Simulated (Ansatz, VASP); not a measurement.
## One calculation of Zr, two programs

Contents of INCAR:

```
SYSTEM = Zr
  PREC = Accurate
  ENCUT = 520
  EDIFF = 1E-8
  ISMEAR = -1
  SIGMA = 0.08
  LREAL = .FALSE.
  LASPH = .TRUE.
  NELM = 60
  ALGO = Normal
  ISIF = 2
  LWAVE = .FALSE.
  LCHARG = .FALSE.
  GGA = PS
  LEFG = .TRUE.
  NBANDS = 19
```

The input KPOINTS:

```
Automatic mesh
0
G
  13 13 7
  0 0 0
```

Contents of POSCAR:

```
Zr
1.0
    3.1883172162      0.0000000000      0.0000000000
   -1.5941586081      2.7611637045      0.0000000000
    0.0000000000      0.0000000000      5.0774374186
Zr
2
Direct
    0.3333333333      0.6666666667      0.2500000000
    0.6666666667      0.3333333333      0.7500000000
```

Input for Ansatz:

```yaml
crystal:
  lattice:
    - [3.1883172162, 0.0, 0.0]
    - [-1.5941586081, 2.7611637045, 0.0]
    - [0.0, 0.0, 5.0774374186]
  atoms:
    - { symbol: Zr, position: [0.3333333333, 0.6666666667, 0.25] }
    - { symbol: Zr, position: [0.6666666667, 0.3333333333, 0.75] }
kpoints:
  mp_grid: { grid: [13, 13, 7] }
scf:
  occupations: { method: fermi_dirac, width: 0.08 }
hamiltonian:
  xc: pbesol
  pseudopotentials: { kind: all_electron, datasets: crystal }
output:
  forces: true
  stress: true
  eigenvalues: true
  efg: { contact_densities: true }
```

Change from the starting cell: volume scaled by 0.96, crystal datasets.

Alike in both runs: task electric field gradients; functional PBEsol; k mesh 13 × 13 × 7; occupations fermi-dirac, width 0.08 eV; no spin polarisation.

```csv
,VASP,Ansatz
version,VASP 6.6.1,Ansatz 0.2.0
potentials or method,"VASP PAW PBE potentials, release 64 (Zr_sv), cutoff 520 eV","all-electron PAW with datasets made for the crystal, scalar-relativistic"
```

Ansatz gave:

```
pressure (GPa)                                                : 0.6
traceless stress, the component that is largest in VASP (GPa) : 0.68
size of Vzz on the site where it differs most (V/Å²)          : 46.0
```

Q: Which values does VASP return?

A: Pressure (GPa): 0.6; traceless stress, the component that is largest in VASP (GPa): 0.68; size of Vzz on the site where it differs most (V/Å²): 45.6.

VASP's potentials were made for PBE, not for PBEsol. Ansatz ran all-electron here, and VASP with PAW potentials.
